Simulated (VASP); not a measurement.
Crystal: Sb3As.

```
Sb As
1.0
     3.71004    0.00000    0.00000
     0.00000    3.71004    0.00000
     0.00000    0.00000    7.30347
Sb As
3 1
Direct
  0.50000 0.50000 0.22701
  0.50000 0.50000 0.77299
  0.00000 0.00000 0.50000
  0.00000 0.00000 0.00000
```

The cell was generated, and may not be a known phase.

| Item | Value |
| --- | --- |
| Program | VASP 6.6.1 |
| Task | relaxation of cell and atoms |
| Functional | PBE |
| Potentials or basis | VASP PAW PBE potentials, release 64 (Sb, As) |
| Cutoff | 600 eV |
| k mesh | 12 × 12 × 6 |
| Occupations | gaussian, width 0.1 eV |
| Spin | no spin polarisation |

At the start: pressure -0.1 GPa; volume 25.13 Å³/atom.

Question: Where does the relaxation end?

Answer: Over 11 steps the energy falls by 2.8 meV/atom and the volume is 25.11 Å³/atom (-0.1 %); space group P4/mmm (No. 123, to 0.1 Å) before and after.

The path:
```csv
step,energy change (eV),largest force (eV/Å),pressure (GPa),volume (Å³)
1,0.0000,0.0238,-0.11,100.53
2,-0.0034,0.0010,0.05,100.28
3,-0.0079,0.0721,0.54,99.51
4,-0.0093,0.0842,0.16,100.07
5,-0.0094,0.0864,0.10,100.17
6,-0.0099,0.0731,0.03,100.28
7,-0.0106,0.0327,-0.15,100.60
8,-0.0109,0.0122,0.03,100.33
9,-0.0109,0.0111,0.04,100.31
10,-0.0110,0.0081,0.03,100.35
11,-0.0112,0.0002,-0.01,100.44
```

Final structure:
```yaml
crystal:
  lattice:
    - [3.65775, 0.00000, 0.00000]
    - [0.00000, 3.65775, 0.00000]
    - [0.00000, 0.00000, 7.50715]
  atoms:
    - { symbol: Sb, position: [0.50000, 0.50000, 0.22470] }
    - { symbol: Sb, position: [0.50000, 0.50000, 0.77530] }
    - { symbol: Sb, position: [0.00000, 0.00000, 0.50000] }
    - { symbol: As, position: [0.00000, 0.00000, 0.00000] }
```
